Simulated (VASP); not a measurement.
Set up this calculation in VASP 6.6.1, as the native input.

- Task: single point
- Functional: PBE
- Potentials or basis: VASP PAW PBE potentials, release 64 (B, As)
- Cutoff: 500 eV
- k mesh: 9 × 9 × 9
- Occupations: fermi-dirac, width 0.05 eV
- Spin: no spin polarisation
- Dipole correction: no
- Further INCAR settings: ALGO = Normal; EDIFF = 1e-06; NBANDS = 11

The structure of BAs lies in POSCAR:

```
BAs
1.0
    2.9729845598      0.0000000000      0.0000000000
    0.0000000000      2.9729845598      0.0000000000
    0.0000000000      0.0000000000      2.9729845598
B As
1 1
Direct
    0.5000000000      0.5000000000      0.5000000000
    0.0000000000      0.0000000000      0.0000000000
```

These files were run (other wordings do the same):

INCAR

```
PREC = Accurate ; ENCUT = 500
EDIFF = 1E-6 ; ISMEAR = -1
SIGMA = 0.05 ; LREAL = False
LASPH = True ; NELM = 120
ALGO = Normal ; ISIF = 2
LWAVE = False ; LCHARG = True
GGA = PE ; LELF = True
LVHAR = True ; NBANDS = 11
GGA_COMPAT = False
```

KPOINTS

```
regular mesh
0
Gamma
  9 9 9
```

Potentials or basis: VASP PAW PBE potentials, release 64 (B, As).

Launch:

```sh
$ cat potpaw_PBE.64/B/POTCAR potpaw_PBE.64/As/POTCAR > POTCAR
$ mpirun -np 1 vasp_std > vasp.out
```

Results of the run:

```yaml
Pressure: -3.2 GPa
Band_gap_on_the_k_mesh: zero (band 4 reaches 8.92 eV, above the bottom of band 5 at 4.29 eV)
```

Wall time 7.1 s on 1 thread of Intel Xeon 6975P-C (shared host), peak memory 0.14 GiB.
